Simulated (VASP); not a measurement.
# Cr (Im-3m) in VASP: notebook, part 2 of 2

VASP 6.6.1. Earlier steps stand in the parts before.

## 4. Single point, PBE, collinear spin, ferromagnetic start (W replaced by Cr, lengths x 0.915, strained)

Input file INCAR:

```
SYSTEM = Cr
PREC     = Accurate       ! precision mode
ENCUT    = 500            ! plane-wave cutoff, eV
EDIFF    = 1E-6           ! SCF threshold, eV
ISMEAR   = 0              ! smearing method
SIGMA    = 0.1            ! smearing width, eV
LREAL    = .False.        ! projectors in reciprocal space
LASPH    = .True.         ! aspherical terms in the spheres
NELM     = 200            ! most SCF steps
ALGO     = Normal         ! electronic algorithm
ISIF     = 2              ! what is computed and relaxed
LWAVE    = .False.        ! write WAVECAR
LCHARG   = .False.        ! write CHGCAR
ISPIN    = 2              ! spin polarisation
MAGMOM   = 3              ! initial moments
LORBIT   = 11             ! projections on sites
LMAXMIX  = 4              ! l up to which the mixer works
GGA      = PE             ! functional
NBANDS   = 16             ! bands
GGA_COMPAT= .False.
```

Input file KPOINTS:

```
regular mesh
0
Gamma
  8 8 8
  0 0 0
```

Input file POSCAR:

```
Cr
1.0
   -1.5104772795      1.5104772795      1.5104772795
    1.5104772795     -1.5104772795      1.5104772795
    1.5104772795      1.5104772795     -1.5104772795
Cr
1
Direct
    0.0000000000      0.0000000000      0.0000000000
```

Potentials or basis: VASP PAW PBE potentials, release 64 (Cr_pv).

Launch:

```sh
> cat potpaw_PBE.64/Cr_pv/POTCAR > POTCAR
> mpirun -np 1 vasp_std > vasp.out
```

OUTCAR:

```text
SYSTEM = Cr
   PREC = Accurate
   ENCUT = 500
   EDIFF = 1E-6
   ISMEAR = 0
   LREAL = .False.
   LASPH = .True.
   NELM = 200
   ISIF = 2
   ISPIN = 2
   LORBIT = 11
   GGA = PE

 ion  position               nearest neighbor table
   1  0.000  0.000  0.000-

  LATTYP: Found a body centered cubic cell.
 ALAT       =     3.0209545590

  Lattice vectors:

 A1 = (  -1.5104772795,   1.5104772795,   1.5104772795)
 A2 = (   1.5104772795,  -1.5104772795,   1.5104772795)
 A3 = (   1.5104772795,   1.5104772795,  -1.5104772795)

Analysis of symmetry for initial positions (statically):
=====================================================================
 Subroutine PRICEL returns:
 Original cell was already a primitive cell.

 Routine SETGRP: Setting up the symmetry group for a
 body centered cubic supercell.

 Subroutine GETGRP returns: Found 48 space group operations
 (whereof 48 operations were pure point group operations)
 out of a pool of 48 trial point group operations.

The static configuration has the point symmetry O_h .

Analysis of symmetry for dynamics (positions and initial velocities):
=====================================================================
 Subroutine PRICEL returns:
 Original cell was already a primitive cell.

 Routine SETGRP: Setting up the symmetry group for a
 body centered cubic supercell.

 Subroutine GETGRP returns: Found 48 space group operations
 (whereof 48 operations were pure point group operations)
 out of a pool of 48 trial point group operations.

The dynamic configuration has the point symmetry O_h .

Analysis of structural, dynamic, and magnetic symmetry:
=====================================================================
 Subroutine PRICEL returns:
 Original cell was already a primitive cell.

 Routine SETGRP: Setting up the symmetry group for a
 body centered cubic supercell.

 Subroutine GETGRP returns: Found 48 space group operations
 (whereof 48 operations were pure point group operations)
 out of a pool of 48 trial point group operations.

[... 128 lines left out ...]
   LRPA    =     F    only Hartree local field effects (RPA)
 spin polarized calculation
 Gauss-broadening in eV      SIGMA  =   0.10
  energy-cutoff  :      500.00
  volume of cell :       13.78
 maximum number of plane-waves:       370
   NGX =  9   NGY =  9   NGZ =  9

 number of electron      11.9999987 magnetization       0.0005042

 number of electron      11.9999987 magnetization      -0.0004962

 Free energy of the ion-electron system (eV)
  ---------------------------------------------------
  ext. energy  EPLUGINS =         0.00000000
  ---------------------------------------------------
  free energy    TOTEN  =        -9.26001945 eV

  energy without entropy =       -9.25947864  energy(sigma->0) =       -9.25974905

 E-fermi :   8.5051     XC(G=0): -12.6815

 val. band max:        8.3435261463   @ k =  -0.3750   0.5000   0.2500
 cond. band min:       8.6587604274   @ k =  -0.2500   0.2500   0.1250
 fundamental gap:      0.3152342811
 Fermi energy:         8.5051293786

 spin component 1

 k-point     1 :       0.0000    0.0000    0.0000
  band No.  band energies     occupation
      1     -34.3160      1.00000
      2     -34.3160      1.00000
      3     -34.3160      1.00000
      4       1.4607      1.00000
      5       7.9022      1.00000
      6       7.9022      1.00000
[... 435 lines left out ...]
      5       6.5391      1.00000
      6       8.3130      0.99671
[... 8 lines left out ...]
     15      36.6231      0.00000
     16      37.5338      0.00000

 [... further k-points ...]

 spin component 2

 k-point     1 :       0.0000    0.0000    0.0000
  band No.  band energies     occupation
      1     -34.3169      1.00000
      2     -34.3169      1.00000
      3     -34.3169      1.00000
      4       1.4606      1.00000
      5       7.9016      1.00000
      6       7.9016      1.00000
[... 435 lines left out ...]
      5       6.5390      1.00000
      6       8.3123      0.99681
[... 8 lines left out ...]
     15      36.6235      0.00000
     16      37.5334      0.00000

 [... further k-points ...]
[... 5 lines left out ...]
  --------------------------------------------------------------------------------------
  -------------------------------------------------------------------------------------
  Total       -2.7079335     -2.7079335     -2.7079335     -0.0000000     -0.0000000     -0.0000000
  in kB     -314.7356858   -314.7356858   -314.7356858     -0.0000000     -0.0000000     -0.0000000
  external PRESSURE =    -314.7356858 kB  Pullay stress =       0.0000000 kB

 VOLUME and BASIS-vectors are now :
 -----------------------------------------------------------------------------
  energy-cutoff  :      500.00
  volume of cell :       13.78
      direct lattice vectors                 reciprocal lattice vectors
    -1.510477280  1.510477280  1.510477280     0.000000000  0.331021199  0.331021199
     1.510477280 -1.510477280  1.510477280     0.331021199  0.000000000  0.331021199
     1.510477280  1.510477280 -1.510477280     0.331021199  0.331021199  0.000000000

 POSITION                                       TOTAL-FORCE (eV/Angst)
 -----------------------------------------------------------------------------------
      0.00000      0.00000      0.00000        -0.000000      0.000000      0.000000
 -----------------------------------------------------------------------------------
    total drift:                                0.000000     -0.000000      0.000000

  FREE ENERGIE OF THE ION-ELECTRON SYSTEM (eV)
  ---------------------------------------------------
  free  energy   TOTEN  =        -9.2600194526 eV

  energy  without entropy=       -9.2594786396  energy(sigma->0) =       -9.25974905

 total charge

# of ion       s       p       d       tot
------------------------------------------
    1        0.381   6.308   4.036  10.725

 magnetization (x)

# of ion       s       p       d       tot
------------------------------------------
    1        0.000   0.000  -0.000  -0.000
```

Run time: 5.9 s. Hardware: 1 thread of Intel Xeon 6975P-C (Granite Rapids), shared host; peak memory 0.13 GiB.

Results:

* Free energy: -9.2600 eV
* Pressure: -31.5 GPa
* Band gap on the k mesh: zero (filled and empty bands overlap)
* Net moment: 0.00 μB per cell
* Valence electrons inside the program's atomic spheres: Cr 10.72

Caveat: the k points lie up to 0.37 Å⁻¹ apart; the cell differs from its parent crystal (W replaced by Cr, lengths x 0.915, strained); the starting moments collapsed, and a magnetic state may lie lower.

## 5. Single point, PBE (W replaced by Cr, lengths x 0.915, strained)

Input file INCAR:

```
SYSTEM = Cr
PREC = Accurate
ENCUT = 520
EDIFF = 1E-6
ISMEAR = 0
SIGMA = 0.1
LREAL = .False.
LASPH = .True.
NELM = 60
ALGO = Normal
ISIF = 2
LWAVE = .False.
LCHARG = .False.
GGA = PE
NBANDS = 12
```

Input file KPOINTS:

```
regular mesh
0
Gamma
  20 20 20
  0 0 0
```

Input file POSCAR:

```
Cr
1.0
   -1.5328195428      1.5328195428      1.5328195428
    1.5328195428     -1.5328195428      1.5328195428
    1.5328195428      1.5328195428     -1.5328195428
Cr
1
Direct
    0.0000000000      0.0000000000      0.0000000000
```

Launch:

```sh
> cat potpaw_PBE.64/Cr_pv/POTCAR > POTCAR
> mpirun -np 1 vasp_std > vasp.out
```

Wall time 28 s (1 thread of Intel Xeon Platinum 8488C (Sapphire Rapids), shared host); peak memory 0.15 GiB.

The run converged. Its results:

| Item | Value |
| --- | --- |
| Free energy | -9.1301 eV |
| Pressure | -35.5 GPa |
| Band gap on the k mesh | zero (band 6 reaches 9.88 eV, above the bottom of band 7 at 7.43 eV) |

Levels at points of the mesh, in eV from the Fermi level:
```csv
k point,band 2,band 3,band 4,band 5,band 6,band 7,band 8,band 9,band 10,band 11
"(0.00, 0.00, 0.00)",-42.97,-42.97,-6.99,-0.68,-0.68,-0.68,0.86,0.86,7.02,20.57
"(0.50, 0.00, 0.00)",-43.11,-42.97,-3.44,-1.80,0.75,0.83,1.09,2.05,6.99,7.60
"(0.50, 0.50, 0.50)",-43.28,-43.28,-3.12,-3.12,1.78,1.78,1.78,7.02,8.84,8.84
```

Caveat: the cell differs from its parent crystal (W replaced by Cr, lengths x 0.915, strained); the run has no spin polarisation, though such a crystal can be magnetic. Spin polarisation is off, so any magnetic state and its effect on volume and gap are missing.
